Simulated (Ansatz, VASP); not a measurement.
# SiC: VASP beside Ansatz

```
CELL_PARAMETERS angstrom
1.35281 0.78105 4.41826
-1.35281 0.78105 4.41826
0.00000 -1.56209 4.41826
ATOMIC_POSITIONS crystal
Si 0.50000 0.50000 0.50000
C 0.00000 0.00000 0.00000
```

Alike in both runs: task single point; functional PBE; k mesh 6 × 6 × 6; occupations gaussian, width 0.1 eV; no spin polarisation.

|  | VASP | Ansatz |
| --- | --- | --- |
| version | VASP 6.6.1 | Ansatz 0.2.0 |
| potentials or method | VASP PAW PBE potentials, release 64 (Si, C), cutoff 520 eV | scalar-relativistic, plane waves, PAW |
| valence electrons in the cell | 8 | 8 |

|  | VASP | Ansatz | Ansatz less VASP |
| --- | --- | --- | --- |
| gap on the k mesh at the Fermi level (eV) | none | none | - |
| pressure (GPa) | -18.5 | -18.5 | -0.01 |
| traceless stress, the component that is largest in VASP (GPa) | -11.91 | -11.93 | -0.018 |

A gap of «none» marks a metal or a gap that the smearing closes. The functional is the same, so the differences come from potentials, cutoffs and numerics.

The k mesh is coarse, so the values compare programs but aren't converged.
